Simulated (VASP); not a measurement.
# As (Fd-3m) in VASP: notebook

Runs on As. Level: LDA. Tasks: single point.

Program: VASP 6.6.1. These are calculated values, not measurements. Logs are shortened: lines on timing, memory, paths and dates and some standing lists are left out, and cuts for length are marked.

## 1. The cell of the first run

Symmetry: Fd-3m, No. 227, cubic system. The conventional cell has a = 4.567 Å, b = 4.567 Å, c = 4.567 Å, α = 90.00°, β = 90.00°, γ = 90.00°. Within 2.6 Å of As (site symmetry -43m) lie 4 As at 1.98 Å.

## 2. Single point, LDA (volume scaled by 0.45)

Contents of INCAR:

```
SYSTEM = As
PREC = Accurate
ENCUT = 520
EDIFF = 1E-6
ISMEAR = -1
SIGMA = 0.05
LREAL = .FALSE.
LASPH = .TRUE.
NELM = 80
ALGO = Normal
ISIF = 2
LWAVE = .FALSE.
LCHARG = .TRUE.
GGA = CA
LELF = .TRUE.
LVHAR = .TRUE.
NBANDS = 12
```

Contents of KPOINTS:

```
Automatic mesh
0
G
  13 13 13
  0 0 0
```

Contents of POSCAR:

```
As
1.0
    0.0000000000      2.2833101216      2.2833101216
    2.2833101216      0.0000000000      2.2833101216
    2.2833101216      2.2833101216      0.0000000000
As
2
Direct
   -0.1250000000     -0.1250000000     -0.1250000000
    0.1250000000      0.1250000000      0.1250000000
```

Potentials or basis: VASP PAW LDA potentials, release 64 (As).

Launch:

```sh
$ cat potpaw_LDA.64/As/POTCAR > POTCAR
$ mpirun -np 1 vasp_std > vasp.out
```

OUTCAR:

```text
SYSTEM = As
   PREC = Accurate
   ENCUT = 520
   EDIFF = 1E-6
   ISMEAR = -1
   LREAL = .FALSE.
   LASPH = .TRUE.
   NELM = 80
   ISIF = 2
   GGA = CA

 ion  position               nearest neighbor table
   1  0.875  0.875  0.875-   2 1.98   2 1.98   2 1.98   2 1.98
   2  0.125  0.125  0.125-   1 1.98   1 1.98   1 1.98   1 1.98

  LATTYP: Found a face centered cubic cell.
 ALAT       =     4.5666202432

  Lattice vectors:

 A1 = (   0.0000000000,   2.2833101216,   2.2833101216)
 A2 = (   2.2833101216,   0.0000000000,   2.2833101216)
 A3 = (   2.2833101216,   2.2833101216,   0.0000000000)

Analysis of symmetry for initial positions (statically):
=====================================================================
 Subroutine PRICEL returns:
 Original cell was already a primitive cell.

 Routine SETGRP: Setting up the symmetry group for a
 face centered cubic supercell.

 Subroutine GETGRP returns: Found 48 space group operations
 (whereof 12 operations were pure point group operations)
 out of a pool of 48 trial point group operations.

The static configuration has the point symmetry D_3d.
 The point group associated with its full space group is O_h .

Analysis of symmetry for dynamics (positions and initial velocities):
=====================================================================
 Subroutine PRICEL returns:
 Original cell was already a primitive cell.

 Routine SETGRP: Setting up the symmetry group for a
 face centered cubic supercell.

 Subroutine GETGRP returns: Found 48 space group operations
 (whereof 12 operations were pure point group operations)
 out of a pool of 48 trial point group operations.

The dynamic configuration has the point symmetry D_3d.
 The point group associated with its full space group is O_h .

 Subroutine INISYM returns: Found 48 space group operations
 (whereof 12 operations are pure point group operations),
 and found     1 'primitive' translations

----------------------------------------------------------------------------------------

                                     Primitive cell

  volume of cell :      23.8081

  direct lattice vectors                    reciprocal lattice vectors
     0.000000000  2.283310122  2.283310122    -0.218980328  0.218980328  0.218980328
     2.283310122  0.000000000  2.283310122     0.218980328 -0.218980328  0.218980328
     2.283310122  2.283310122  0.000000000     0.218980328  0.218980328 -0.218980328

  length of vectors
     3.229088141  3.229088141  3.229088141     0.379285054  0.379285054  0.379285054

  position of ions in fractional coordinates (direct lattice)
     0.875000000  0.875000000  0.875000000
     0.125000000  0.125000000  0.125000000

  ion indices of the primitive-cell ions
   primitive index   ion index
                 1           1
                 2           2

----------------------------------------------------------------------------------------

 KPOINTS: Automatic mesh

Automatic generation of k-mesh.
 Grid dimensions read from file:
 generate k-points for:   13   13   13

 Generating k-lattice:

  Cartesian coordinates                     Fractional coordinates (reciprocal lattice)
    -0.016844641  0.016844641  0.016844641     0.076923077  0.000000000  0.000000000
     0.016844641 -0.016844641  0.016844641     0.000000000  0.076923077  0.000000000
     0.016844641  0.016844641 -0.016844641     0.000000000  0.000000000  0.076923077

  Length of vectors
     0.029175773  0.029175773  0.029175773

  Shift w.r.t. Gamma in fractional coordinates (k-lattice)
     0.000000000  0.000000000  0.000000000

 Subroutine IBZKPT returns following result:
 ===========================================

 Found     84 irreducible k-points:

 Following reciprocal coordinates:
            Coordinates               Weight
  0.000000  0.000000  0.000000      1.000000
  0.076923  0.000000  0.000000      8.000000
  0.153846  0.000000  0.000000      8.000000
  0.230769  0.000000  0.000000      8.000000
  0.307692  0.000000  0.000000      8.000000
  0.384615  0.000000  0.000000      8.000000
[... 16 lines left out ...]
  0.384615  0.153846  0.000000     24.000000
  0.461538  0.153846  0.000000     24.000000
 [... further k-points ...]
   k-points           NKPTS =     84   k-points in BZ     NKDIM =     84   number of bands    NBANDS=     12
   number of dos      NEDOS =    301   number of ions     NIONS =      2
   total plane-waves  NPLWV =  13824
   dimension x,y,z NGX =    24 NGY =   24 NGZ =   24
   dimension x,y,z NGXF=    48 NGYF=   48 NGZF=   48
   ions per type =               2
   NGX,Y,Z   is equivalent  to a cutoff of  12.36, 12.36, 12.36 a.u.
   NGXF,Y,Z  is equivalent  to a cutoff of  24.71, 24.71, 24.71 a.u.
 SYSTEM =  As
   PREC   = accura    normal or accurate (medium, high low for compatibility)
   ISTART =      0    job   : 0-new  1-cont  2-samecut
   ICHARG =      2    charge: 1-file 2-atom 10-const
   ISPIN  =      1    spin polarized calculation?
   LNONCOLLINEAR =      F non collinear calculations
   LSORBIT =      F    spin-orbit coupling
   LASPH  =      T    aspherical Exc in radial PAW
   ENCUT  =  520.0 eV  38.22 Ry    6.18 a.u.   6.00  6.00  6.00*2*pi/ulx,y,z
   NELM   =     80;   NELMIN=  2; NELMDL= -5     # of ELM steps
   EDIFF  = 0.1E-05   stopping-criterion for ELM
   LREAL  =      F    real-space projection
   EDIFFG = 0.1E-04   stopping-criterion for IOM
   NSW    =      0    number of steps for IOM
   IBRION =     -1    ionic relax: 0-MD 1-quasi-New 2-CG
   NFREE  =      0    steps in history (QN), initial steepest desc. (CG)
   ISIF   =      2    stress and relaxation
   ISYM   =      2    0-nonsym 1-usesym 2-fastsym
   POTIM  = 0.5000    time-step for ionic-motion
   TEBEG  =    0.0;   TEEND  =   0.0 temperature during run
   PSTRESS=    0.0 pullay stress
   NELECT =      10.0000    total number of electrons
   NUPDOWN=      -1.0000    fix difference up-down
   EMIN   =  10.00;   EMAX   =-10.00  energy-range for DOS
   EFERMI =   0.00;   METHOD = LEGACY
   ISMEAR =    -1;   SIGMA  =   0.05  broadening in eV -4-tet -1-fermi 0-gaus
   EFERMI_NEDOS =   21; number of points for ismear=-14 and -15
   IALGO  =     38    algorithm
   IMIX   =      4    mixing-type and parameters
     AMIX     =   0.40;   BMIX     =  1.00
     AMIX_MAG =   1.60;   BMIX_MAG =  1.00
  volume/ion in A,a.u.               =      11.90        80.33
  Fermi-wavevector in a.u.,A,eV,Ry     =   1.226027  2.316855 20.451482  1.503141
  Thomas-Fermi vector in A             =   2.361043
   LORBIT       =      0    0 simple, 1 ext, 2 COOP (PROOUT), +10 PAW based schemes
   GGA     = CA    functional components
   LHFCALC =     F    Hartree Fock is set to
   AEXX    =    0.0000 exact exchange contribution
   IVDW    =     0    specifies the selected vdW correction
   LEPSILON=     F    determine dielectric tensor
   LRPA    =     F    only Hartree local field effects (RPA)
 non-spin polarized calculation
  energy-cutoff  :      520.00
  volume of cell :       23.81
 maximum number of plane-waves:       654
   NGX = 13   NGY = 13   NGZ = 13

 number of electron      10.0000000 magnetization

 number of electron       9.9999998 magnetization

 Free energy of the ion-electron system (eV)
  ---------------------------------------------------
  ext. energy  EPLUGINS =         0.00000000
  ---------------------------------------------------
  free energy    TOTEN  =        -0.17248082 eV

  energy without entropy =       -0.16779818  energy(sigma->0) =       -0.17013950

 E-fermi :  14.3242     XC(G=0): -12.7090

 val. band max:       14.1833519183   @ k =  -0.3077   0.2308   0.0769
 cond. band min:      14.3708054563   @ k =   0.3077   0.2308   0.0000
 fundamental gap:      0.1874535380
 Fermi energy:        14.3242258259

 k-point     1 :       0.0000    0.0000    0.0000
  band No.  band energies     occupation
      1      -8.7421      2.00000
      2      10.2876      2.00000
      3      10.2876      2.00000
      4      10.2876      2.00000
      5      13.6714      2.00000
      6      13.6714      2.00000
      7      13.6714      2.00000
      8      16.0746      0.00000
      9      19.9741      0.00000
     10      22.6697      0.00000
     11      22.6697      0.00000
     12      24.6643      0.00000

 k-point     2 :       0.0769    0.0000    0.0000
  band No.  band energies     occupation
      1      -8.6222      2.00000
      2       8.9828      2.00000
      3      10.0110      2.00000
      4      10.0110      2.00000
      5      13.9702      1.99832
      6      14.0236      1.99512
      7      14.0236      1.99512
      8      16.7994      0.00000
      9      20.5407      0.00000
     10      21.8896      0.00000
     11      21.8896      0.00000
     12      24.2714      0.00000

 k-point     3 :       0.1538    0.0000    0.0000
  band No.  band energies     occupation
      1      -8.2645      2.00000
      2       6.6747      2.00000
      3       9.4350      2.00000
      4       9.4350      2.00000
      5      13.8498      1.99985
      6      14.7418      0.00047
      7      14.7418      0.00047
      8      18.4766      0.00000
      9      21.0446      0.00000
     10      21.0446      0.00000
     11      21.6333      0.00000
     12      24.0905      0.00000
[... 286 lines left out ...]
 k-point    23 :       0.3846    0.1538    0.0000
  band No.  band energies     occupation
      1      -6.1556      2.00000
      2       1.6199      2.00000
      3       6.4255      2.00000
      4       6.8872      2.00000
      5      13.0889      2.00000
      6      16.5673      0.00000
      7      17.2971      0.00000
      8      17.5583      0.00000
      9      23.1400      0.00000
     10      24.8633      0.00000
     11      25.8106      0.00000
     12      29.6417      0.00000

 k-point    24 :       0.4615    0.1538    0.0000
  band No.  band energies     occupation
      1      -5.2110      2.00000
      2      -0.0647      2.00000
      3       5.8450      2.00000
      4       6.8690      2.00000
      5      13.1316      2.00000
      6      16.3209      0.00000
      7      17.1197      0.00000
      8      19.0333      0.00000
      9      22.8036      0.00000
     10      26.6590      0.00000
     11      27.2560      0.00000
     12      27.5276      0.00000

 [... further k-points ...]
[... 5 lines left out ...]
  --------------------------------------------------------------------------------------
  -------------------------------------------------------------------------------------
  Total       32.3575055     32.3575055     32.3575055     -0.0000000     -0.0000000     -0.0000000
  in kB     2177.5137967   2177.5137967   2177.5137967     -0.0000000     -0.0000000     -0.0000000
  external PRESSURE =    2177.5137967 kB  Pullay stress =       0.0000000 kB

 VOLUME and BASIS-vectors are now :
 -----------------------------------------------------------------------------
  energy-cutoff  :      520.00
  volume of cell :       23.81
      direct lattice vectors                 reciprocal lattice vectors
     0.000000000  2.283310122  2.283310122    -0.218980328  0.218980328  0.218980328
     2.283310122  0.000000000  2.283310122     0.218980328 -0.218980328  0.218980328
     2.283310122  2.283310122  0.000000000     0.218980328  0.218980328 -0.218980328

 POSITION                                       TOTAL-FORCE (eV/Angst)
 -----------------------------------------------------------------------------------
      3.99579      3.99579      3.99579        -0.000000      0.000000      0.000000
      0.57083      0.57083      0.57083         0.000000     -0.000000      0.000000
 -----------------------------------------------------------------------------------
    total drift:                                0.000000      0.000000      0.000000

  FREE ENERGIE OF THE ION-ELECTRON SYSTEM (eV)
  ---------------------------------------------------
  free  energy   TOTEN  =        -0.1724808194 eV

  energy  without entropy=       -0.1677981833  energy(sigma->0) =       -0.17013950
```

Wall time 13 s (1 thread of Intel Xeon Platinum 8375C at 2.90GHz (Ice Lake), shared host); peak memory 0.13 GiB.

Results:

| Property | Result |
| --- | --- |
| Free energy | -0.1725 eV |
| Pressure | 217.8 GPa |
| Band gap on the k mesh | zero (band 5 reaches 16.01 eV, above the bottom of band 6 at 11.19 eV) |

Caveat: the cell differs from its parent crystal (volume scaled by 0.45).

## 3. Single point, LDA (volume scaled by 0.45)

Contents of INCAR:

```
PREC = Accurate ; ENCUT = 520
EDIFF = 1E-6 ; ISMEAR = -1
SIGMA = 0.05 ; LREAL = False
LASPH = True ; NELM = 100
ALGO = Normal ; ISIF = 2
LWAVE = False ; LCHARG = False
GGA = CA ; NBANDS = 12
```

Contents of KPOINTS:

```
Automatic mesh
0
Gamma
  13 13 13
```

POSCAR is that of step 2.

Potentials or basis: VASP PAW LDA potentials, release 64 (As).

Launch:

```sh
$ cat potpaw_LDA.64/As/POTCAR > POTCAR
$ mpirun -np 1 vasp_std > vasp.out
```

Run time: 15 s. Hardware: 1 thread of Intel Xeon Platinum 8375C at 2.90GHz (Ice Lake), shared host; peak memory 0.13 GiB.

It converged, with:

- Free energy: -0.1725 eV
- Pressure: 217.8 GPa
- Band gap on the k mesh: zero (band 5 reaches 16.01 eV, above the bottom of band 6 at 11.19 eV)

Levels at points of the mesh, in eV from the Fermi level:
| k point | band 1 | band 2 | band 3 | band 4 | band 5 | band 6 | band 7 | band 8 | band 9 | band 10 |
| --- | --- | --- | --- | --- | --- | --- | --- | --- | --- | --- |
| (0.00, 0.00, 0.00) | -23.07 | -4.04 | -4.04 | -4.04 | -0.65 | -0.65 | -0.65 | 1.75 | 5.65 | 8.35 |

Caveat: the cell differs from its parent crystal (volume scaled by 0.45).

## 4. Single point, LDA

Contents of INCAR:

```
SYSTEM = As
  PREC = Accurate
  ENCUT = 520
  EDIFF = 1E-6
  ISMEAR = -1
  SIGMA = 0.05
  LREAL = .False.
  LASPH = .True.
  NELM = 100
  ALGO = Normal
  ISIF = 2
  LWAVE = .False.
  LCHARG = .False.
  NBANDS = 12
```

Contents of KPOINTS:

```
Automatic mesh
0
Gamma
  13 13 13
  0 0 0
```

Contents of POSCAR:

```
As
1.0
    0.0000000000      2.4412652003      2.4412652003
    2.4412652003      0.0000000000      2.4412652003
    2.4412652003      2.4412652003      0.0000000000
As
2
Direct
   -0.1250000000     -0.1250000000     -0.1250000000
    0.1250000000      0.1250000000      0.1250000000
```

Launch:

```sh
$ cat potpaw_LDA.64/As/POTCAR > POTCAR
$ mpirun -np 1 vasp_std > vasp.out
```

Run time: 29 s. Hardware: 1 thread of Intel Xeon Platinum 8375C at 2.90GHz (Ice Lake), shared host; peak memory 0.15 GiB.

It converged, with:

* Free energy: -5.2296 eV
* Pressure: 104.4 GPa
* Band gap on the k mesh: zero (band 5 reaches 12.75 eV, above the bottom of band 6 at 8.58 eV)

Levels at points of the mesh, in eV from the Fermi level:
```
           k point  band 1  band 2  band 3  band 4  band 5  band 6  band 7  band 8  band 9  band 10
(0.00, 0.00, 0.00)  -20.39   -3.81   -3.81   -3.81   -0.81   -0.38   -0.38   -0.38    5.30     8.08
```

## 5. Single point, LDA

This run uses another cell than the first one, of 14.55 Å³/atom, 1.222 times its volume.

Contents of INCAR:

```
SYSTEM = As
  ALGO = Normal
  EDIFF = 1E-6
  ENCUT = 520
  ISIF = 2
  ISMEAR = -5
  LASPH = .TRUE.
  LCHARG = .FALSE.
  LREAL = .FALSE.
  LWAVE = .FALSE.
  NBANDS = 12
  NELM = 60
  PREC = Accurate
  SIGMA = 0.1
```

Contents of KPOINTS:

```
k-points
0
G
  13 13 13
  0 0 0
```

POSCAR is that of step 4.

Launch:

```sh
$ cat potpaw_LDA.64/As/POTCAR > POTCAR
$ mpirun -np 1 vasp_std > vasp.out
```

It took 37 s on 1 thread of Intel Xeon Platinum 8375C at 2.90GHz (Ice Lake), shared host; peak memory 0.15 GiB.

Results (log left out):

```
Free energy            : -5.2282 eV
Pressure               : 104.7 GPa
Band gap on the k mesh : zero (band 5 reaches 12.75 eV, above the bottom of band 6 at 8.59 eV)
```

Levels at points of the mesh, in eV from the Fermi level:
```tsv
k point	band 1	band 2	band 3	band 4	band 5	band 6	band 7	band 8	band 9	band 10
(0.00, 0.00, 0.00)	-20.39	-3.81	-3.81	-3.81	-0.81	-0.38	-0.38	-0.38	5.29	8.08
```

Caveat: tetrahedron occupations give inexact forces and stress in metals.

## 6. Single point, LDA (volume scaled by 0.65)

Contents of INCAR:

```
SYSTEM = As
PREC = Accurate ; ENCUT = 520
EDIFF = 1E-7 ; ISMEAR = -1
SIGMA = 0.05 ; LREAL = .False.
LASPH = .True. ; NELM = 100
ALGO = Normal ; ISIF = 2
LWAVE = .False. ; LCHARG = .False.
NBANDS = 12
```

Contents of KPOINTS:

```
regular mesh
0
Gamma
  13 13 13
  0 0 0
```

Contents of POSCAR:

```
As
1.0
    0.0000000000      2.5810624707      2.5810624707
    2.5810624707      0.0000000000      2.5810624707
    2.5810624707      2.5810624707      0.0000000000
As
2
Direct
   -0.1250000000     -0.1250000000     -0.1250000000
    0.1250000000      0.1250000000      0.1250000000
```

Potentials or basis: VASP PAW LDA potentials, release 64 (As).

Launch:

```sh
$ cat potpaw_LDA.64/As/POTCAR > POTCAR
$ mpirun -np 1 vasp_std > vasp.out
```

It took 30 s on 1 thread of Intel Xeon Platinum 8375C at 2.90GHz (Ice Lake), shared host; peak memory 0.15 GiB.

The run converged. Its results:

```
Free energy            : -7.7544 eV
Pressure               : 54.1 GPa
Band gap on the k mesh : zero (band 5 reaches 10.27 eV, above the bottom of band 6 at 6.73 eV)
```

Levels at points of the mesh, in eV from the Fermi level:
```
           k point  band 1  band 2  band 3  band 4  band 5  band 6  band 7  band 8  band 9  band 10
(0.00, 0.00, 0.00)  -18.42   -3.47   -3.47   -3.47   -2.61   -0.14   -0.14   -0.14    5.04     7.95
```

Caveat: the cell differs from its parent crystal (volume scaled by 0.65).

## 7. Summary

| cell | smearing | gap on the mesh (eV) | pressure (GPa) |
| --- | --- | --- | --- |
| a = 3.229 Å, angles 60.0°, 2 atoms | fermi-dirac 0.05 eV | none | 217.8 |
| a = 3.452 Å, angles 60.0°, 2 atoms | fermi-dirac 0.05 eV | none | 104.4 |
| a = 3.452 Å, angles 60.0°, 2 atoms | tetrahedron | none | 104.7 |
| a = 3.650 Å, angles 60.0°, 2 atoms | fermi-dirac 0.05 eV | none | 54.1 |

Alike in all rows: task single point; level LDA; potentials or basis VASP PAW LDA potentials, release 64 (As); no spin polarisation; k mesh 13 × 13 × 13; cutoff (eV) 520.

Caveats: tetrahedron occupations give inexact forces and stress in metals (some runs).

Total energies depend on the potentials used, so only differences within one code and one set of settings carry meaning.
